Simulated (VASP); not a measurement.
# Cr (Fm-3m) in VASP: a series of runs, part 2 of 2

VASP 6.6.1.

## Step 3: Relaxation of cell and atoms, r2SCAN

This run uses another cell than the first one, of 11.99 Å³/atom, 1.030 times its volume.

Input file POSCAR:

```
Cr
1.0
    0.0000000000      1.8167431579      1.8167431579
    1.8167431579      0.0000000000      1.8167431579
    1.8167431579      1.8167431579      0.0000000000
Cr
1
Direct
    0.0000000000      0.0000000000      0.0000000000
```

Input file INCAR.step1:

```
PREC = Accurate
ENCUT = 600
ISMEAR = -1
SIGMA = 0.1
LREAL = False
LASPH = True
NELM = 60
GGA = PE
ALGO = Normal
EDIFF = 1E-4
LWAVE = True
LCHARG = False
```

Input file INCAR.step2:

```
PREC = Accurate
ENCUT = 600
EDIFF = 1E-6
ISMEAR = -1
SIGMA = 0.1
LREAL = False
LASPH = True
NELM = 60
ALGO = Normal
ISIF = 3
LWAVE = False
LCHARG = False
METAGGA = R2SCAN
LMIXTAU = True
IBRION = 2
NSW = 80
EDIFFG = -0.01
ISTART = 1
```

Input file KPOINTS:

```
Automatic mesh
0
Gamma
  15 15 15
```

Potentials or basis: VASP PAW PBE potentials, release 64 (Cr_pv).

Command:

```sh
cat potpaw_PBE.64/Cr_pv/POTCAR > POTCAR
cp INCAR.step1 INCAR
mpirun -np 1 vasp_std > vasp.out
cp INCAR.step2 INCAR
mpirun -np 1 vasp_std > vasp.out
```

OUTCAR:

```text
PREC = Accurate
   ENCUT = 600
   EDIFF = 1E-6
   ISMEAR = -1
   LREAL = False
   LASPH = True
   NELM = 60
   ISIF = 3
   METAGGA = R2SCAN
   IBRION = 2
   NSW = 80
   EDIFFG = -0.01
   ISTART = 1

 ion  position               nearest neighbor table
   1  0.000  0.000  0.000-

  LATTYP: Found a face centered cubic cell.
 ALAT       =     3.6334863158

  Lattice vectors:

 A1 = (   0.0000000000,   1.8167431579,   1.8167431579)
 A2 = (   1.8167431579,   0.0000000000,   1.8167431579)
 A3 = (   1.8167431579,   1.8167431579,   0.0000000000)

Analysis of symmetry for initial positions (statically):
=====================================================================
 Subroutine PRICEL returns:
 Original cell was already a primitive cell.

 Routine SETGRP: Setting up the symmetry group for a
 face centered cubic supercell.

 Subroutine GETGRP returns: Found 48 space group operations
 (whereof 48 operations were pure point group operations)
 out of a pool of 48 trial point group operations.

The static configuration has the point symmetry O_h .

Analysis of symmetry for dynamics (positions and initial velocities):
=====================================================================
 Subroutine PRICEL returns:
 Original cell was already a primitive cell.

 Routine SETGRP: Setting up the symmetry group for a
 face centered cubic supercell.

 Subroutine GETGRP returns: Found 48 space group operations
 (whereof 48 operations were pure point group operations)
 out of a pool of 48 trial point group operations.

The dynamic configuration has the point symmetry O_h .

 Subroutine INISYM returns: Found 48 space group operations
 (whereof 48 operations are pure point group operations),
 and found     1 'primitive' translations

----------------------------------------------------------------------------------------

                                     Primitive cell

  volume of cell :      11.9925

  direct lattice vectors                    reciprocal lattice vectors
     0.000000000  1.816743158  1.816743158    -0.275217770  0.275217770  0.275217770
     1.816743158  0.000000000  1.816743158     0.275217770 -0.275217770  0.275217770
     1.816743158  1.816743158  0.000000000     0.275217770  0.275217770 -0.275217770

  length of vectors
     2.569262813  2.569262813  2.569262813     0.476691160  0.476691160  0.476691160

  position of ions in fractional coordinates (direct lattice)
     0.000000000  0.000000000  0.000000000

  ion indices of the primitive-cell ions
   primitive index   ion index
                 1           1

----------------------------------------------------------------------------------------

 KPOINTS: Automatic mesh

Automatic generation of k-mesh.
 Grid dimensions read from file:
 generate k-points for:   15   15   15

 Generating k-lattice:

  Cartesian coordinates                     Fractional coordinates (reciprocal lattice)
[... 22 lines left out ...]
  0.333333  0.000000  0.000000      8.000000
[... 16 lines left out ...]
  0.133333  0.133333  0.000000      6.000000
  0.200000  0.133333  0.000000     24.000000
 [... further k-points ...]
   k-points           NKPTS =    120   k-points in BZ     NKDIM =    120   number of bands    NBANDS=     10
   number of dos      NEDOS =    301   number of ions     NIONS =      1
   total plane-waves  NPLWV =  13824
   dimension x,y,z NGX =    24 NGY =   24 NGZ =   24
   dimension x,y,z NGXF=    48 NGYF=   48 NGZF=   48
   ions per type =               1
   NGX,Y,Z   is equivalent  to a cutoff of  15.53, 15.53, 15.53 a.u.
   NGXF,Y,Z  is equivalent  to a cutoff of  31.06, 31.06, 31.06 a.u.
 SYSTEM =  unknown system
   PREC   = accura    normal or accurate (medium, high low for compatibility)
   ISTART =      1    job   : 0-new  1-cont  2-samecut
   ICHARG =      0    charge: 1-file 2-atom 10-const
   ISPIN  =      1    spin polarized calculation?
   LNONCOLLINEAR =      F non collinear calculations
   LSORBIT =      F    spin-orbit coupling
   LASPH  =      T    aspherical Exc in radial PAW
   ENCUT  =  600.0 eV  44.10 Ry    6.64 a.u.   5.13  5.13  5.13*2*pi/ulx,y,z
   NELM   =     60;   NELMIN=  2; NELMDL=  0     # of ELM steps
   EDIFF  = 0.1E-05   stopping-criterion for ELM
   LREAL  =      F    real-space projection
   EDIFFG = -.1E-01   stopping-criterion for IOM
   NSW    =     80    number of steps for IOM
   IBRION =      2    ionic relax: 0-MD 1-quasi-New 2-CG
   NFREE  =      1    steps in history (QN), initial steepest desc. (CG)
   ISIF   =      3    stress and relaxation
   ISYM   =      2    0-nonsym 1-usesym 2-fastsym
   POTIM  = 0.5000    time-step for ionic-motion
   TEBEG  =    0.0;   TEEND  =   0.0 temperature during run
   PSTRESS=    0.0 pullay stress
   NELECT =      12.0000    total number of electrons
   NUPDOWN=      -1.0000    fix difference up-down
   EMIN   =  10.00;   EMAX   =-10.00  energy-range for DOS
   EFERMI =   0.00;   METHOD = LEGACY
   ISMEAR =    -1;   SIGMA  =   0.10  broadening in eV -4-tet -1-fermi 0-gaus
   EFERMI_NEDOS =   21; number of points for ismear=-14 and -15
   IALGO  =     38    algorithm
   IMIX   =      4    mixing-type and parameters
     AMIX     =   0.40;   BMIX     =  1.00
     AMIX_MAG =   1.60;   BMIX_MAG =  1.00
  volume/ion in A,a.u.               =      11.99        80.93
  Fermi-wavevector in a.u.,A,eV,Ry     =   1.637439  3.094310 36.480015  2.681205
  Thomas-Fermi vector in A             =   2.728578
   LORBIT       =      0    0 simple, 1 ext, 2 COOP (PROOUT), +10 PAW based schemes
   METAGGA = R2SCAN    functional components
   LHFCALC =     F    Hartree Fock is set to
   AEXX    =    0.0000 exact exchange contribution
   IVDW    =     0    specifies the selected vdW correction
   LEPSILON=     F    determine dielectric tensor
   LRPA    =     F    only Hartree local field effects (RPA)
 conjugate gradient relaxation of ions
 non-spin polarized calculation
  energy-cutoff  :      600.00
  volume of cell :       11.99
 maximum number of plane-waves:       415
 NGX is ok and might be reduce to    24
   NGX = 11   NGY = 11   NGZ = 11

--------------------------------------- Ionic step        1  -------------------------------------------

 number of electron      11.9999999 magnetization

 Free energy of the ion-electron system (eV)
  ---------------------------------------------------
  ext. energy  EPLUGINS =         0.00000000
  ---------------------------------------------------
  free energy    TOTEN  =       -14.37190008 eV

  energy without entropy =      -14.31603118  energy(sigma->0) =      -14.34396563

------------------------ aborting loop because EDIFF is reached ----------------------------------------

  FORCE on cell =-STRESS in cart. coord.  units (eV):
  Direction    XX          YY          ZZ          XY          YZ          ZX
  --------------------------------------------------------------------------------------
  -------------------------------------------------------------------------------------
  Total       -0.4856389     -0.4856389     -0.4856389      0.0000000     -0.0000000      0.0000000
  in kB      -64.8803867    -64.8803867    -64.8803867      0.0000000     -0.0000000      0.0000000
  external PRESSURE =     -64.8803867 kB  Pullay stress =       0.0000000 kB
[... 57 lines left out ...]
--------------------------------------- Ionic step        3  -------------------------------------------

 number of electron      12.0000002 magnetization

 Free energy of the ion-electron system (eV)
  ---------------------------------------------------
  ext. energy  EPLUGINS =         0.00000000
  ---------------------------------------------------
  free energy    TOTEN  =       -14.37855612 eV

  energy without entropy =      -14.32432967  energy(sigma->0) =      -14.35144289

 E-fermi :  10.5399     XC(G=0): -14.8927

 val. band max:       10.5212056283   @ k =  -0.3333   0.1333   0.0000
 cond. band min:      10.5399822983   @ k =   0.2667   0.2000   0.0667
 fundamental gap:      0.0187766700
 Fermi energy:        10.5399392701

 k-point     1 :       0.0000    0.0000    0.0000
  band No.  band energies     occupation
      1     -33.4464      2.00000
      2     -33.4463      2.00000
      3     -33.4463      2.00000
      4       2.3964      2.00000
      5      10.0399      1.98662
      6      10.0399      1.98662
      7      10.0399      1.98662
      8      12.0944      0.00000
      9      12.0944      0.00000
     10      14.0478      0.00000
[... 287 lines left out ...]
 k-point    24 :       0.2000    0.1333    0.0000
  band No.  band energies     occupation
      1     -33.7125      2.00000
      2     -33.5279      2.00000
      3     -33.5206      2.00000
      4       3.9967      2.00000
      5       9.1443      2.00000
      6      10.6103      0.66224
      7      10.6679      0.43520
      8      11.3851      0.00043
      9      12.3833      0.00000
     10      14.0457      0.00000

 [... further k-points ...]
[... 5 lines left out ...]
  --------------------------------------------------------------------------------------
  -------------------------------------------------------------------------------------
  Total       -0.0023787     -0.0023787     -0.0023787      0.0000000      0.0000000      0.0000000
  in kB       -0.3263268     -0.3263268     -0.3263268      0.0000000      0.0000000      0.0000000
  external PRESSURE =      -0.3263268 kB  Pullay stress =       0.0000000 kB
[... 16 lines left out ...]
  FREE ENERGIE OF THE ION-ELECTRON SYSTEM (eV)
  ---------------------------------------------------
  free  energy   TOTEN  =       -14.3785561153 eV

  energy  without entropy=      -14.3243296660  energy(sigma->0) =      -14.35144289

 reached required accuracy - stopping structural energy minimisation
```

OUTCAR.step1:

```text
PREC = Accurate
   ENCUT = 600
   ISMEAR = -1
   LREAL = False
   LASPH = True
   NELM = 60
[... 527 lines left out ...]
 POSITION                                       TOTAL-FORCE (eV/Angst)
 -----------------------------------------------------------------------------------
      0.00000      0.00000      0.00000         0.000000      0.000000      0.000000
 -----------------------------------------------------------------------------------
    total drift:                               -0.000000      0.000000     -0.000000

  FREE ENERGIE OF THE ION-ELECTRON SYSTEM (eV)
  ---------------------------------------------------
  free  energy   TOTEN  =        -9.1513705351 eV

  energy  without entropy=       -9.0915727417  energy(sigma->0) =       -9.12147164
```

Run time: 4.2 min. Hardware: 1 thread of Intel Xeon 8259CL, shared host; peak memory 0.17 GiB.

Results:

```
Free energy                            : -14.3786 eV
Relaxed volume                         : 11.68 Å³/atom
Relaxed cell                           : a = 2.547 Å, b = 2.547 Å, c = 2.547 Å, α = 60.00°, β = 60.00°, γ = 60.00°
Space group after relaxing (to 0.05 Å) : Fm-3m (No. 225)
Energy gained by relaxing              : 6.7 meV/atom
Ionic steps                            : 3
Pressure after relaxing                : 0.0 GPa
Band gap on the k mesh                 : zero (band 6 reaches 13.31 eV, above the bottom of band 7 at 10.04 eV)
```

The path:
```tsv
step	energy change (eV)	largest force (eV/Å)	pressure (GPa)	volume (Å³)
1	0.0000	0.0000	-6.49	11.99
2	0.0121	0.0000	12.23	11.17
3	-0.0067	0.0000	-0.03	11.68
```

Final structure:
```cif
data_structure
_symmetry_space_group_name_H-M 'P 1'
_symmetry_Int_Tables_number 1
_cell_length_a 2.5467
_cell_length_b 2.5467
_cell_length_c 2.5467
_cell_angle_alpha 60.000
_cell_angle_beta 60.000
_cell_angle_gamma 60.000
_cell_volume 11.68
loop_
_atom_site_label
_atom_site_type_symbol
_atom_site_fract_x
_atom_site_fract_y
_atom_site_fract_z
_atom_site_occupancy
Cr1 Cr 0.00000 0.00000 0.00000 1
```

Levels at points of the mesh, in eV from the Fermi level:
```
           k point  band 4  band 5  band 6  band 7  band 8  band 9
(0.00, 0.00, 0.00)   -8.14   -0.50   -0.50   -0.50    1.55    1.55
```

Caveat: the PAW data sets were made with another functional, which shifts forces and pressure a little; the run has no spin polarisation, though such a crystal can be magnetic. Spin polarisation is off, so any magnetic state and its effect on volume and gap are missing.

## Step 4: Single point, r2SCAN, non-collinear spin, zero start, spin-orbit coupling

Input file POSCAR:

```
Cr
1.0
    0.0000000000      1.7991902402      1.7991902402
    1.7991902402      0.0000000000      1.7991902402
    1.7991902402      1.7991902402      0.0000000000
Cr
1
Direct
    0.0000000000      0.0000000000      0.0000000000
```

Input file INCAR.step1:

```
ALGO = Normal ; EDIFF = 1E-4
ENCUT = 520 ; GGA = PE
GGA_COMPAT = False ; ISMEAR = -1
LASPH = True ; LCHARG = False
LMAXMIX = 4 ; LREAL = False
LSORBIT = True ; LWAVE = True
MAGMOM = 0 0 0 ; NBANDS = 23
NELM = 150 ; PREC = Accurate
SIGMA = 0.1
```

Input file INCAR.step2:

```
ALGO = Normal ; EDIFF = 1E-6
ENCUT = 520 ; GGA_COMPAT = False
ISIF = 2 ; ISMEAR = -1
ISTART = 1 ; LASPH = True
LCHARG = False ; LMAXMIX = 4
LMIXTAU = True ; LORBIT = 11
LORBMOM = True ; LREAL = False
LSORBIT = True ; LWAVE = False
MAGMOM = 0 0 0 ; METAGGA = R2SCAN
NBANDS = 23 ; NELM = 150
PREC = Accurate ; SIGMA = 0.1
```

Input file KPOINTS:

```
k-points
0
Gamma
  15 15 15
```

Command:

```sh
cat potpaw_PBE.64/Cr_pv/POTCAR > POTCAR
cp INCAR.step1 INCAR
mpirun -np 1 vasp_ncl > vasp.out
cp INCAR.step2 INCAR
mpirun -np 1 vasp_ncl > vasp.out
```

Wall time 10 min (1 thread of Intel Xeon 8259CL, shared host); peak memory 0.21 GiB.

The run converged. Its results:

- Free energy: -14.3894 eV
- Pressure: 0.8 GPa
- Net moment: 0.00 μB per cell
- Valence electrons inside the program's atomic spheres: Cr 11.29

Moments on the atoms (μB; x, y, z):
```
Cr  0.00 0.00 0.00
```

Caveat: the PAW data sets were made with another functional, which shifts forces and pressure a little.

## Step 5: Overview

| task | spin | cell | k mesh | cutoff (eV) | gap on the mesh (eV) | pressure (GPa) |
| --- | --- | --- | --- | --- | --- | --- |
| single point | off | a = 2.544 Å, angles 60.0°, 1 atom | 25 × 25 × 25 | 520 | none | 0.7 |
| relaxation of cell and atoms | off | relaxed from a = 2.569 Å, angles 60.0°, 1 atom | 15 × 15 × 15 | 600 | none | 0.0 |
| single point | non-collinear, zero start, SOC | a = 2.544 Å, angles 60.0°, 1 atom | 15 × 15 × 15 | 520 | - | 0.8 |

Alike in all rows: level r2SCAN; potentials or basis VASP PAW PBE potentials, release 64 (Cr_pv); smearing fermi-dirac 0.1 eV.

Caveats: the PAW data sets were made with another functional, which shifts forces and pressure a little.

Total energies depend on the potentials used, so only differences within one code and one set of settings carry meaning.
